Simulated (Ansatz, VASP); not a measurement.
# Two plane-wave programs on Mg3Zn2O5

INCAR

```
PREC     = Accurate       # precision mode
ENCUT    = 520            # plane-wave cutoff, eV
EDIFF    = 1E-6           # SCF threshold, eV
ISMEAR   = 0              # smearing method
SIGMA    = 0.1            # smearing width, eV
LREAL    = F              # projectors in reciprocal space
LASPH    = T              # aspherical terms in the spheres
NELM     = 100            # most SCF steps
ALGO     = Normal         # electronic algorithm
ISIF     = 2              # what is computed and relaxed
LWAVE    = F              # write WAVECAR
LCHARG   = T              # write CHGCAR
GGA      = PE             # functional
LELF     = T              # ELF
LVHAR    = T            
NBANDS   = 41             # bands
```

The input KPOINTS:

```
Automatic mesh
0
Gamma
  8 8 8
```

POSCAR

```
Mg3Zn2O5
1.0
   -1.5178358000      2.1409447000      7.5693460000
    1.5178358000     -2.1409447000      7.5693460000
    1.5178358000      2.1409447000     -7.5693460000
Mg Zn O
3 2 5
Direct
    0.4004240000      0.4004240000      0.0000000000
    0.5995760000      0.5995760000      0.0000000000
    0.0000000000      0.0000000000      0.0000000000
    0.8003930000      0.8003930000      0.0000000000
    0.1996070000      0.1996070000      0.0000000000
    0.0974650000      0.5974650000      0.5000000000
    0.3024080000      0.8024080000      0.5000000000
    0.5000000000      0.0000000000      0.5000000000
    0.6975920000      0.1975920000      0.5000000000
    0.9025350000      0.4025350000      0.5000000000
```

Input for Ansatz:

```yaml
crystal:
  lattice:
    - [-1.5178358, 2.1409447, 7.569346]
    - [1.5178358, -2.1409447, 7.569346]
    - [1.5178358, 2.1409447, -7.569346]
  atoms:
    - { symbol: Mg, position: [0.400424, 0.400424, 0.0] }
    - { symbol: Mg, position: [0.599576, 0.599576, 0.0] }
    - { symbol: Mg, position: [0.0, 0.0, 0.0] }
    - { symbol: Zn, position: [0.800393, 0.800393, 0.0] }
    - { symbol: Zn, position: [0.199607, 0.199607, 0.0] }
    - { symbol: O, position: [0.097465, 0.597465, 0.5] }
    - { symbol: O, position: [0.302408, 0.802408, 0.5] }
    - { symbol: O, position: [0.5, 0.0, 0.5] }
    - { symbol: O, position: [0.697592, 0.197592, 0.5] }
    - { symbol: O, position: [0.902535, 0.402535, 0.5] }
basis:
  ecutwfc: 420
kpoints:
  mp_grid: { grid: [8, 8, 8] }
hamiltonian:
  xc: pbe
scf:
  occupations: { method: gaussian, width: 0.1 }
  lower_state_search: "off"
output:
  forces: true
  stress: true
  eigenvalues: true
```

Alike in both runs: task single point; functional PBE; k mesh 8 × 8 × 8; occupations gaussian, width 0.1 eV; no spin polarisation.

```csv
,VASP,Ansatz
version,VASP 6.6.1,Ansatz 0.2.0
potentials or method,"VASP PAW PBE potentials, release 64 (Mg, Zn, O), cutoff 520 eV","scalar-relativistic, plane waves, PAW"
valence electrons in the cell,60,84
```

|  | VASP | Ansatz | Ansatz less VASP |
| --- | --- | --- | --- |
| gap on the k mesh at the Fermi level (eV) | 2.50 | 2.52 | +0.027 |
| least direct gap on the mesh (eV) | 2.77 | 2.80 | +0.024 |
| pressure (GPa) | -0.1 | 0.0 | +0.05 |
| rms of the force components (eV/Å) | 0.021 | 0.001 | -0.0203 |

Atom by atom the forces differ by 0.021 eV/Å (rms over components). VASP's potentials hold 60 valence electrons a cell and Ansatz's 84, so a difference there can come from the potentials and not from the codes.
